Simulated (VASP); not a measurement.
Write the native input for VASP 6.6.1 that does the following.

```
Task                               : single point
Functional                         : HSE06
Potentials or basis                : VASP PAW PBE potentials, release 64 (Pb_d, Te)
Cutoff                             : 520 eV
k mesh                             : 4 × 4 × 4
Occupations                        : gaussian, width 0.01 eV
Spin                               : no spin polarisation
Dipole correction                  : no
Grid for exact exchange (PRECFOCK) : Normal
Further INCAR settings             : ALGO = Normal; EDIFF = 1e-06; NBANDS = 17
Screening parameter                : 0.2079 1/Å
```

TePb:

```
CELL_PARAMETERS angstrom
0.00000 3.64149 3.64149
3.64149 0.00000 3.64149
3.64149 3.64149 0.00000
ATOMIC_POSITIONS crystal
Pb 0.00000 0.00000 0.00000
Te 0.25000 0.25000 0.25000
```

These files were run (other wordings do the same):

POSCAR

```
TePb
1.0
    0.0000000000      3.6414940830      3.6414940830
    3.6414940830      0.0000000000      3.6414940830
    3.6414940830      3.6414940830      0.0000000000
Pb Te
1 1
Direct
    0.0000000000      0.0000000000      0.0000000000
    0.2500000000      0.2500000000      0.2500000000
```

INCAR.step1

```
SYSTEM = TePb
  ALGO = Normal
  EDIFF = 1E-5
  ENCUT = 520
  GGA = PE
  ISIF = 2
  ISMEAR = 0
  LASPH = .True.
  LCHARG = .False.
  LREAL = .False.
  LWAVE = .True.
  NBANDS = 17
  NELM = 60
  PREC = Accurate
  SIGMA = 0.01
```

INCAR.step2

```
SYSTEM = TePb
  ALGO = Normal
  EDIFF = 1E-6
  ENCUT = 520
  GGA = PE
  HFSCREEN = 0.2079
  ISIF = 2
  ISMEAR = 0
  ISTART = 1
  LASPH = .True.
  LCHARG = .False.
  LHFCALC = .True.
  LREAL = .False.
  LWAVE = .False.
  NBANDS = 17
  NELM = 60
  PREC = Accurate
  PRECFOCK = Normal
  SIGMA = 0.01
```

KPOINTS

```
k-points
0
Gamma
  4 4 4
  0 0 0
```

Potentials or basis: VASP PAW PBE potentials, release 64 (Pb_d, Te).

The run is started by

```console
$ cat potpaw_PBE.64/Pb_d/POTCAR potpaw_PBE.64/Te/POTCAR > POTCAR
$ cp INCAR.step1 INCAR
$ mpirun -np 1 vasp_std > vasp.out
$ cp INCAR.step2 INCAR
$ mpirun -np 1 vasp_std > vasp.out
```

It gave:

```
Pressure               : -0.1 GPa
Band gap on the k mesh : 0.96 eV, indirect (least direct gap 1.62 eV)
```

Caveat: the PAW data sets were made with another functional, which shifts forces and pressure a little; spin-orbit coupling is left out, which moves the levels of the heavy elements.

Run time: 21 min on 1 thread of AMD EPYC 7R13, with other jobs on the host, peak memory 0.36 GiB.
